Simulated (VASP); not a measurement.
# Cu: single point with PBEsol+D3(BJ)

Crystal: Cu.

```
Cu
1.0
     1.19326   -3.89996    0.00000
     1.19326    3.89996    0.00000
     0.00000    0.00000    2.43661
Cu
2
Direct
  0.13341 0.86659 0.25000
  0.86659 0.13341 0.75000
```

```
Program             : VASP 6.6.1
Task                : single point
Functional          : PBEsol
Dispersion          : D3(BJ)
Potentials or basis : VASP PAW PBE potentials, release 64 (Cu)
Cutoff              : 520 eV
k mesh              : 14 × 14 × 13
Occupations         : methfessel-paxton, width 0.1 eV
Spin                : no spin polarisation
```

* Pressure: 0.7 GPa
* Largest force: 0.005 eV/Å
* Band gap on the k mesh: zero (band 11 reaches 11.66 eV, above the bottom of band 12 at 6.23 eV)
* Dispersion energy per atom: -0.546 eV

Forces on the atoms (eV/Å):
```
Cu   0.000  0.005  0.000
Cu   0.000 -0.005  0.000
```

Stress tensor (GPa, compression positive):
```
0.52 0.00 0.00
0.00 0.72 0.00
0.00 0.00 0.73
```

Levels at points of the mesh, in eV from the Fermi level:
| k point | band 7 | band 8 | band 9 | band 10 | band 11 | band 12 | band 13 | band 14 | band 15 | band 16 |
| --- | --- | --- | --- | --- | --- | --- | --- | --- | --- | --- |
| (0.00, 0.00, 0.00) | -2.40 | -2.08 | -1.86 | -1.72 | -1.44 | -0.18 | 5.16 | 15.10 | 19.21 | 20.05 |
| (0.50, 0.00, 0.00) | -2.83 | -2.60 | -2.20 | -1.68 | -0.46 | 1.44 | 2.65 | 7.27 | 13.37 | 16.35 |
| (0.50, 0.50, 0.00) | -2.71 | -2.39 | -2.39 | -1.96 | -1.61 | -1.53 | 14.18 | 15.83 | 16.21 | 18.15 |

Run time: 68 s on 1 thread of Intel(R) Xeon(R) 6975P-C (Granite Rapids) (shared host), peak memory 0.26 GiB.

Caveat: the PAW data sets were made with another functional, which shifts forces and pressure a little; pairwise dispersion overbinds metals, which lowers pressure and volume.
